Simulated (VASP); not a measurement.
# Al (Fm-3m) in VASP: further runs, part 2 of 2

VASP 6.6.1.

**4. Single point, r2SCAN (volume scaled by 0.91)**

The input, POSCAR:

```
Al
1.0
    0.0000000000      1.9342309775      1.9342309775
    1.9342309775      0.0000000000      1.9342309775
    1.9342309775      1.9342309775      0.0000000000
Al
1
Direct
    0.0000000000      0.0000000000      0.0000000000
```

The input, INCAR.step1:

```
SYSTEM = Al
PREC     = Accurate       ! precision mode
ENCUT    = 520            ! plane-wave cutoff, eV
ISMEAR   = 0              ! smearing method
SIGMA    = 0.1            ! smearing width, eV
LREAL    = .False.        ! projectors in reciprocal space
LASPH    = .True.         ! aspherical terms in the spheres
NELM     = 80             ! most SCF steps
NBANDS   = 8              ! bands
GGA      = PE             ! functional
ALGO     = Normal         ! electronic algorithm
EDIFF    = 1E-4           ! SCF threshold, eV
LWAVE    = .True.         ! write WAVECAR
LCHARG   = .False.        ! write CHGCAR
```

The input, INCAR.step2:

```
SYSTEM = Al
PREC     = Accurate       ! precision mode
ENCUT    = 520            ! plane-wave cutoff, eV
EDIFF    = 1E-6           ! SCF threshold, eV
ISMEAR   = 0              ! smearing method
SIGMA    = 0.1            ! smearing width, eV
LREAL    = .False.        ! projectors in reciprocal space
LASPH    = .True.         ! aspherical terms in the spheres
NELM     = 80             ! most SCF steps
ALGO     = Normal         ! electronic algorithm
ISIF     = 2              ! what is computed and relaxed
LWAVE    = .False.        ! write WAVECAR
LCHARG   = .True.         ! write CHGCAR
METAGGA  = R2SCAN         ! meta-GGA
LMIXTAU  = .True.       
LELF     = .True.         ! ELF
LVHAR    = .True.       
NBANDS   = 8              ! bands
ISTART   = 1
```

The input, KPOINTS:

```
regular mesh
0
Gamma
  18 18 18
  0 0 0
```

Potentials or basis: VASP PAW PBE potentials, release 64 (Al).

On the command line:

```sh
> cat potpaw_PBE.64/Al/POTCAR > POTCAR
> cp INCAR.step1 INCAR
> mpirun -np 1 vasp_std > vasp.out
> cp INCAR.step2 INCAR
> mpirun -np 1 vasp_std > vasp.out
```

OUTCAR:

```text
SYSTEM = Al
   PREC = Accurate
   ENCUT = 520
   EDIFF = 1E-6
   ISMEAR = 0
   LREAL = .False.
   LASPH = .True.
   NELM = 80
   ISIF = 2
   METAGGA = R2SCAN
   ISTART = 1

 ion  position               nearest neighbor table
   1  0.000  0.000  0.000-

  LATTYP: Found a face centered cubic cell.
 ALAT       =     3.8684619550

  Lattice vectors:

 A1 = (   0.0000000000,   1.9342309775,   1.9342309775)
 A2 = (   1.9342309775,   0.0000000000,   1.9342309775)
 A3 = (   1.9342309775,   1.9342309775,   0.0000000000)

Analysis of symmetry for initial positions (statically):
=====================================================================
 Subroutine PRICEL returns:
 Original cell was already a primitive cell.

 Routine SETGRP: Setting up the symmetry group for a
 face centered cubic supercell.

 Subroutine GETGRP returns: Found 48 space group operations
 (whereof 48 operations were pure point group operations)
 out of a pool of 48 trial point group operations.

The static configuration has the point symmetry O_h .

Analysis of symmetry for dynamics (positions and initial velocities):
=====================================================================
 Subroutine PRICEL returns:
 Original cell was already a primitive cell.

 Routine SETGRP: Setting up the symmetry group for a
 face centered cubic supercell.

 Subroutine GETGRP returns: Found 48 space group operations
 (whereof 48 operations were pure point group operations)
 out of a pool of 48 trial point group operations.

The dynamic configuration has the point symmetry O_h .

 Subroutine INISYM returns: Found 48 space group operations
 (whereof 48 operations are pure point group operations),
 and found     1 'primitive' translations

----------------------------------------------------------------------------------------

                                     Primitive cell

  volume of cell :      14.4729

[... 107 lines left out ...]
  volume/ion in A,a.u.               =      14.47        97.67
  Fermi-wavevector in a.u.,A,eV,Ry     =   0.968866  1.830891 12.771799  0.938701
  Thomas-Fermi vector in A             =   2.098871
   LORBIT       =      0    0 simple, 1 ext, 2 COOP (PROOUT), +10 PAW based schemes
   METAGGA = R2SCAN    functional components
   LHFCALC =     F    Hartree Fock is set to
   AEXX    =    0.0000 exact exchange contribution
   IVDW    =     0    specifies the selected vdW correction
   LEPSILON=     F    determine dielectric tensor
   LRPA    =     F    only Hartree local field effects (RPA)
 non-spin polarized calculation
 Gauss-broadening in eV      SIGMA  =   0.10
  energy-cutoff  :      520.00
  volume of cell :       14.47
 maximum number of plane-waves:       397
   NGX = 11   NGY = 11   NGZ = 11

 number of electron       3.0000000 magnetization

 Free energy of the ion-electron system (eV)
  ---------------------------------------------------
  ext. energy  EPLUGINS =         0.00000000
  ---------------------------------------------------
  free energy    TOTEN  =        -6.69643110 eV

  energy without entropy =       -6.69468541  energy(sigma->0) =       -6.69555825

 E-fermi :   9.4522     XC(G=0): -11.4011

 val. band max:        9.4114048273   @ k =   0.5000   0.4444   0.0556
 cond. band min:       9.5033828053   @ k =   0.5000   0.3889   0.0000
 fundamental gap:      0.0919779780
 Fermi energy:         9.4521642308

 k-point     1 :       0.0000    0.0000    0.0000
  band No.  band energies     occupation
      1      -3.3481      2.00000
      2      23.5420      0.00000
      3      23.5420      0.00000
      4      23.5420      0.00000
      5      26.5638      0.00000
      6      26.5638      0.00000
      7      26.5638      0.00000
      8      27.7973      0.00000
[... 243 lines left out ...]
 k-point    24 :      -0.2222    0.0556    0.0000
  band No.  band energies     occupation
      1      -1.4548      2.00000
      2      13.8364      0.00000
      3      20.2124      0.00000
      4      23.3894      0.00000
      5      25.5809      0.00000
      6      26.6970      0.00000
      7      27.3478      0.00000
      8      29.8408      0.00000

 [... further k-points ...]

------------------------ aborting loop because EDIFF is reached ----------------------------------------

  FORCE on cell =-STRESS in cart. coord.  units (eV):
  Direction    XX          YY          ZZ          XY          YZ          ZX
  --------------------------------------------------------------------------------------
  -------------------------------------------------------------------------------------
  Total        0.9340910      0.9340910      0.9340910      0.0000000     -0.0000000      0.0000000
  in kB      103.4057734    103.4057734    103.4057734      0.0000000     -0.0000000      0.0000000
  external PRESSURE =     103.4057734 kB  Pullay stress =       0.0000000 kB

 VOLUME and BASIS-vectors are now :
 -----------------------------------------------------------------------------
  energy-cutoff  :      520.00
  volume of cell :       14.47
      direct lattice vectors                 reciprocal lattice vectors
     0.000000000  1.934230977  1.934230977    -0.258500668  0.258500668  0.258500668
     1.934230977  0.000000000  1.934230977     0.258500668 -0.258500668  0.258500668
     1.934230977  1.934230977  0.000000000     0.258500668  0.258500668 -0.258500668

 POSITION                                       TOTAL-FORCE (eV/Angst)
 -----------------------------------------------------------------------------------
      0.00000      0.00000      0.00000        -0.000000     -0.000000     -0.000000
 -----------------------------------------------------------------------------------
    total drift:                               -0.000000      0.000000      0.000000

  FREE ENERGIE OF THE ION-ELECTRON SYSTEM (eV)
  ---------------------------------------------------
  free  energy   TOTEN  =        -6.6964310961 eV

  energy  without entropy=       -6.6946854075  energy(sigma->0) =       -6.69555825
```

It took 26 s on 1 thread of Intel Xeon 6975P-C (Granite Rapids), shared host; peak memory 0.13 GiB.

Results:

| Property | Result |
| --- | --- |
| Free energy | -6.6964 eV |
| Pressure | 10.3 GPa |

Levels at points of the mesh, in eV from the Fermi level:
```csv
k point,band 1,band 2,band 3,band 4
"(0.00, 0.00, 0.00)",-12.80,14.09,14.09,14.09
"(0.50, 0.00, 0.00)",-5.55,-4.72,12.72,12.72
"(0.50, 0.50, 0.00)",-3.48,-1.74,5.48,6.69
```

Caveat: the PAW data sets were made with another functional, which shifts forces and pressure a little.

**5. Single point, r2SCAN (volume scaled by 0.94)**

The input, POSCAR:

```
Al
1.0
    0.0000000000      1.9552568745      1.9552568745
    1.9552568745      0.0000000000      1.9552568745
    1.9552568745      1.9552568745      0.0000000000
Al
1
Direct
    0.0000000000      0.0000000000      0.0000000000
```

INCAR.step1, as its differences from that of step 4:

```diff
@@ -7,3 +7,3 @@
 LASPH    = .True.         ! aspherical terms in the spheres
-NELM     = 80             ! most SCF steps
+NELM     = 60             ! most SCF steps
 NBANDS   = 8              ! bands
```

INCAR.step2, as its differences from that of step 4:

```diff
@@ -8,3 +8,3 @@
 LASPH    = .True.         ! aspherical terms in the spheres
-NELM     = 80             ! most SCF steps
+NELM     = 60             ! most SCF steps
 ALGO     = Normal         ! electronic algorithm
```

The input, KPOINTS:

```
Automatic mesh
0
Gamma
  18 18 18
  0 0 0
```

Potentials or basis: VASP PAW PBE potentials, release 64 (Al).

On the command line:

```sh
> cat potpaw_PBE.64/Al/POTCAR > POTCAR
> cp INCAR.step1 INCAR
> mpirun -np 1 vasp_std > vasp.out
> cp INCAR.step2 INCAR
> mpirun -np 1 vasp_std > vasp.out
```

OUTCAR:

```text
SYSTEM = Al
   PREC = Accurate
   ENCUT = 520
   EDIFF = 1E-6
   ISMEAR = 0
   LREAL = .False.
   LASPH = .True.
   NELM = 60
   ISIF = 2
   METAGGA = R2SCAN
   ISTART = 1

 ion  position               nearest neighbor table
   1  0.000  0.000  0.000-

  LATTYP: Found a face centered cubic cell.
 ALAT       =     3.9105137490

  Lattice vectors:

 A1 = (   0.0000000000,   1.9552568745,   1.9552568745)
 A2 = (   1.9552568745,   0.0000000000,   1.9552568745)
 A3 = (   1.9552568745,   1.9552568745,   0.0000000000)

Analysis of symmetry for initial positions (statically):
=====================================================================
 Subroutine PRICEL returns:
 Original cell was already a primitive cell.

 Routine SETGRP: Setting up the symmetry group for a
 face centered cubic supercell.

 Subroutine GETGRP returns: Found 48 space group operations
 (whereof 48 operations were pure point group operations)
 out of a pool of 48 trial point group operations.

The static configuration has the point symmetry O_h .

Analysis of symmetry for dynamics (positions and initial velocities):
=====================================================================
 Subroutine PRICEL returns:
 Original cell was already a primitive cell.

 Routine SETGRP: Setting up the symmetry group for a
 face centered cubic supercell.

 Subroutine GETGRP returns: Found 48 space group operations
 (whereof 48 operations were pure point group operations)
 out of a pool of 48 trial point group operations.

The dynamic configuration has the point symmetry O_h .

 Subroutine INISYM returns: Found 48 space group operations
 (whereof 48 operations are pure point group operations),
 and found     1 'primitive' translations

----------------------------------------------------------------------------------------

                                     Primitive cell

  volume of cell :      14.9500

  direct lattice vectors                    reciprocal lattice vectors
     0.000000000  1.955256875  1.955256875    -0.255720876  0.255720876  0.255720876
     1.955256875  0.000000000  1.955256875     0.255720876 -0.255720876  0.255720876
     1.955256875  1.955256875  0.000000000     0.255720876  0.255720876 -0.255720876

  length of vectors
     2.765150790  2.765150790  2.765150790     0.442921549  0.442921549  0.442921549

  position of ions in fractional coordinates (direct lattice)
     0.000000000  0.000000000  0.000000000

  ion indices of the primitive-cell ions
   primitive index   ion index
                 1           1

----------------------------------------------------------------------------------------

 KPOINTS: Automatic mesh

Automatic generation of k-mesh.
 Grid dimensions read from file:
 generate k-points for:   18   18   18

 Generating k-lattice:

  Cartesian coordinates                     Fractional coordinates (reciprocal lattice)
    -0.014206715  0.014206715  0.014206715     0.055555556  0.000000000  0.000000000
     0.014206715 -0.014206715  0.014206715     0.000000000  0.055555556  0.000000000
     0.014206715  0.014206715 -0.014206715     0.000000000  0.000000000  0.055555556

  Length of vectors
     0.024606753  0.024606753  0.024606753

  Shift w.r.t. Gamma in fractional coordinates (k-lattice)
     0.000000000  0.000000000  0.000000000

 Subroutine IBZKPT returns following result:
 ===========================================

 Found    195 irreducible k-points:

 Following reciprocal coordinates:
            Coordinates               Weight
  0.000000  0.000000  0.000000      1.000000
  0.055556  0.000000  0.000000      8.000000
  0.111111  0.000000  0.000000      8.000000
  0.166667  0.000000  0.000000      8.000000
  0.222222  0.000000  0.000000      8.000000
  0.277778  0.000000  0.000000      8.000000
[... 16 lines left out ...]
 -0.277778  0.055556  0.000000     24.000000
 -0.222222  0.055556  0.000000     24.000000
 [... further k-points ...]
   k-points           NKPTS =    195   k-points in BZ     NKDIM =    195   number of bands    NBANDS=      8
   number of dos      NEDOS =    301   number of ions     NIONS =      1
   total plane-waves  NPLWV =  13824
   dimension x,y,z NGX =    24 NGY =   24 NGZ =   24
   dimension x,y,z NGXF=    48 NGYF=   48 NGZF=   48
   ions per type =               1
   NGX,Y,Z   is equivalent  to a cutoff of  14.43, 14.43, 14.43 a.u.
   NGXF,Y,Z  is equivalent  to a cutoff of  28.86, 28.86, 28.86 a.u.
 SYSTEM =  Al
   PREC   = accura    normal or accurate (medium, high low for compatibility)
   ISTART =      1    job   : 0-new  1-cont  2-samecut
   ICHARG =      0    charge: 1-file 2-atom 10-const
   ISPIN  =      1    spin polarized calculation?
   LNONCOLLINEAR =      F non collinear calculations
   LSORBIT =      F    spin-orbit coupling
   LASPH  =      T    aspherical Exc in radial PAW
   ENCUT  =  520.0 eV  38.22 Ry    6.18 a.u.   5.14  5.14  5.14*2*pi/ulx,y,z
   NELM   =     60;   NELMIN=  2; NELMDL=  0     # of ELM steps
   EDIFF  = 0.1E-05   stopping-criterion for ELM
   LREAL  =      F    real-space projection
   EDIFFG = 0.1E-04   stopping-criterion for IOM
   NSW    =      0    number of steps for IOM
   IBRION =     -1    ionic relax: 0-MD 1-quasi-New 2-CG
   NFREE  =      0    steps in history (QN), initial steepest desc. (CG)
   ISIF   =      2    stress and relaxation
   ISYM   =      2    0-nonsym 1-usesym 2-fastsym
   POTIM  = 0.5000    time-step for ionic-motion
   TEBEG  =    0.0;   TEEND  =   0.0 temperature during run
   PSTRESS=    0.0 pullay stress
   NELECT =       3.0000    total number of electrons
   NUPDOWN=      -1.0000    fix difference up-down
   EMIN   =  10.00;   EMAX   =-10.00  energy-range for DOS
   EFERMI =   0.00;   METHOD = LEGACY
   ISMEAR =     0;   SIGMA  =   0.10  broadening in eV -4-tet -1-fermi 0-gaus
   EFERMI_NEDOS =   21; number of points for ismear=-14 and -15
   IALGO  =     38    algorithm
   IMIX   =      4    mixing-type and parameters
     AMIX     =   0.40;   BMIX     =  1.00
     AMIX_MAG =   1.60;   BMIX_MAG =  1.00
  volume/ion in A,a.u.               =      14.95       100.89
  Fermi-wavevector in a.u.,A,eV,Ry     =   0.958447  1.811202 12.498592  0.918621
  Thomas-Fermi vector in A             =   2.087555
   LORBIT       =      0    0 simple, 1 ext, 2 COOP (PROOUT), +10 PAW based schemes
   METAGGA = R2SCAN    functional components
   LHFCALC =     F    Hartree Fock is set to
   AEXX    =    0.0000 exact exchange contribution
   IVDW    =     0    specifies the selected vdW correction
   LEPSILON=     F    determine dielectric tensor
   LRPA    =     F    only Hartree local field effects (RPA)
 non-spin polarized calculation
 Gauss-broadening in eV      SIGMA  =   0.10
  energy-cutoff  :      520.00
  volume of cell :       14.95
 maximum number of plane-waves:       419
 NGX is ok and might be reduce to    24
   NGX = 11   NGY = 11   NGZ = 11

 number of electron       3.0000000 magnetization

 Free energy of the ion-electron system (eV)
  ---------------------------------------------------
  ext. energy  EPLUGINS =         0.00000000
  ---------------------------------------------------
  free energy    TOTEN  =        -6.72080941 eV

  energy without entropy =       -6.71879389  energy(sigma->0) =       -6.71980165

 E-fermi :   9.0872     XC(G=0): -11.2768

 val. band max:        9.0707790408   @ k =  -0.3889   0.3889   0.0000
 cond. band min:       9.1466406590   @ k =   0.5000   0.3889   0.0000
 fundamental gap:      0.0758616183
 Fermi energy:         9.0871897976

 k-point     1 :       0.0000    0.0000    0.0000
  band No.  band energies     occupation
      1      -3.4722      2.00000
      2      22.9778      0.00000
      3      22.9778      0.00000
      4      22.9778      0.00000
      5      25.7121      0.00000
      6      25.7121      0.00000
      7      25.7121      0.00000
      8      27.1787      0.00000
[... 243 lines left out ...]
 k-point    24 :      -0.2222    0.0556    0.0000
  band No.  band energies     occupation
      1      -1.6167      2.00000
      2      13.3931      0.00000
      3      19.6295      0.00000
      4      22.7758      0.00000
      5      24.8675      0.00000
      6      25.9952      0.00000
      7      26.5966      0.00000
      8      29.0309      0.00000

 [... further k-points ...]

------------------------ aborting loop because EDIFF is reached ----------------------------------------

  FORCE on cell =-STRESS in cart. coord.  units (eV):
  Direction    XX          YY          ZZ          XY          YZ          ZX
  --------------------------------------------------------------------------------------
  -------------------------------------------------------------------------------------
  Total        0.5766278      0.5766278      0.5766278     -0.0000000      0.0000000      0.0000000
  in kB       61.7966155     61.7966155     61.7966155     -0.0000000      0.0000000      0.0000000
  external PRESSURE =      61.7966155 kB  Pullay stress =       0.0000000 kB

 VOLUME and BASIS-vectors are now :
 -----------------------------------------------------------------------------
  energy-cutoff  :      520.00
  volume of cell :       14.95
      direct lattice vectors                 reciprocal lattice vectors
     0.000000000  1.955256875  1.955256875    -0.255720876  0.255720876  0.255720876
     1.955256875  0.000000000  1.955256875     0.255720876 -0.255720876  0.255720876
     1.955256875  1.955256875  0.000000000     0.255720876  0.255720876 -0.255720876

 POSITION                                       TOTAL-FORCE (eV/Angst)
 -----------------------------------------------------------------------------------
      0.00000      0.00000      0.00000         0.000000      0.000000      0.000000
 -----------------------------------------------------------------------------------
    total drift:                               -0.000000      0.000000     -0.000000

  FREE ENERGIE OF THE ION-ELECTRON SYSTEM (eV)
  ---------------------------------------------------
  free  energy   TOTEN  =        -6.7208094123 eV

  energy  without entropy=       -6.7187938878  energy(sigma->0) =       -6.71980165
```

Wall time 26 s (1 thread of Intel Xeon 6975P-C (Granite Rapids), shared host); peak memory 0.14 GiB.

Results:

- Free energy: -6.7208 eV
- Pressure: 6.2 GPa

Caveat: the PAW data sets were made with another functional, which shifts forces and pressure a little.

**6. The runs side by side**

| cell | k mesh | gap on the mesh (eV) | pressure (GPa) |
| --- | --- | --- | --- |
| a = 2.864 Å, angles 60.0°, 1 atom | 8 × 8 × 8 | none | -3.5 |
| a = 2.705 Å, angles 60.0°, 1 atom | 18 × 18 × 18 | none | 15.2 |
| a = 2.735 Å, angles 60.0°, 1 atom | 18 × 18 × 18 | none | 10.3 |
| a = 2.765 Å, angles 60.0°, 1 atom | 18 × 18 × 18 | none | 6.2 |

Alike in all rows: task single point; level r2SCAN; potentials or basis VASP PAW PBE potentials, release 64 (Al); no spin polarisation; cutoff (eV) 520; smearing gaussian 0.1 eV.

Caveats: the PAW data sets were made with another functional, which shifts forces and pressure a little.

Absolute energies hang on the potentials; compare differences alone.
